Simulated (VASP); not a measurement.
Write the native input for VASP 6.6.1 that does the following.

* Task: relaxation of cell and atoms
* Functional: PBEsol
* Potentials or basis: VASP PAW PBE potentials, release 64 (Gd)
* Cutoff: 600 eV
* k mesh: 7 × 7 × 4
* Occupations: fermi-dirac, width 0.1 eV
* Spin: collinear spin, ferromagnetic start
* Starting moments: [7.0, 7.0] μB
* Dipole correction: no
* Further INCAR settings: ALGO = Normal; EDIFF = 1e-06; IBRION = 2; EDIFFG = -0.03; NSW = 80; ISIF = 3

The structure of Gd lies in POSCAR:

```
Gd
1.0
    3.6360000000      0.0000000000      0.0000000000
   -1.8180000000      3.1488683700      0.0000000000
    0.0000000000      0.0000000000      5.7826000000
Gd
2
Direct
    0.3333333333      0.6666666667      0.2500000000
    0.6666666667      0.3333333333      0.7500000000
```

These files were run (other wordings do the same):

INCAR

```
SYSTEM = Gd
ALGO = Normal
EDIFF = 1E-6
EDIFFG = -0.03
ENCUT = 600
GGA = PS
IBRION = 2
ISIF = 3
ISMEAR = -1
ISPIN = 2
LASPH = .True.
LCHARG = .False.
LMAXMIX = 6
LORBIT = 11
LREAL = .False.
LWAVE = .False.
MAGMOM = 7 7
NELM = 150
NSW = 80
PREC = Accurate
SIGMA = 0.1
```

KPOINTS

```
k-points
0
Gamma
  7 7 4
  0 0 0
```

Potentials or basis: VASP PAW PBE potentials, release 64 (Gd).

The run is started by

```sh
$ cat potpaw_PBE.64/Gd/POTCAR > POTCAR
$ mpirun -np 1 vasp_std > vasp.out
```

Results of the run:

The relaxed volume is 31.43 Å³/atom and the relaxed cell is a = 3.572 Å, b = 3.572 Å, c = 5.690 Å, α = 90.00°, β = 90.00°, γ = 120.00°. The space group after relaxing (to 0.1 Å) is P6_3/mmc (No. 194). The energy gained by relaxing is 9.1 meV/atom, the ionic steps are 5 and the pressure after relaxing is 0.0 GPa. The net moment is 15.12 μB per cell and the site moments are Gd +6.97 μB. The valence electrons inside the program's atomic spheres are Gd 15.21.

Caveat: the PAW data sets were made with another functional, which shifts forces and pressure a little; semilocal functionals describe open f shells poorly, which spoils levels, moments and volumes.

Wall time 8.1 min on 1 thread of Intel(R) Xeon(R) 6975P-C (Granite Rapids) (shared host), peak memory 0.31 GiB.
